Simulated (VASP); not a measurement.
A run of VASP 6.6.1 is set up as follows.

File INCAR:

```
SYSTEM = Pb
PREC = Accurate
ENCUT = 520
EDIFF = 1E-7
ISMEAR = 0
SIGMA = 0.1
LREAL = .False.
LASPH = .True.
NELM = 100
ALGO = Fast
ISIF = 2
LWAVE = .False.
LCHARG = .True.
GGA = PE
IVDW = 12
LELF = .True.
LVHAR = .True.
NBANDS = 21
```

The input KPOINTS:

```
regular mesh
0
Gamma
  14 14 8
  0 0 0
```

The input POSCAR:

```
Pb
1.0
    2.9571319187     -1.7377002862     -0.4890360519
    2.9571319187      1.7377002862     -0.4890360519
   -3.0397110780      0.0000000000      6.2517487665
Pb
2
Direct
    0.0000000000      0.0000000000      0.2500000000
    1.0000000000      1.0000000000      0.7500000000
```

Potentials or basis: VASP PAW PBE potentials, release 64 (Pb_d).

Run with:

```sh
$ cat potpaw_PBE.64/Pb_d/POTCAR > POTCAR
$ mpirun -np 1 vasp_std > vasp.out
```

(1) Estimate the dispersion energy per atom.

(2) Predict the pressure.

(3) What does it give for the band gap on the k mesh?

Results:

(1) -0.421 eV.

(2) 1.5 GPa.

(3) zero (bands 14 and 15 overlap by 7.36 eV).

Caveat: spin-orbit coupling is left out, which moves the levels of the heavy elements.
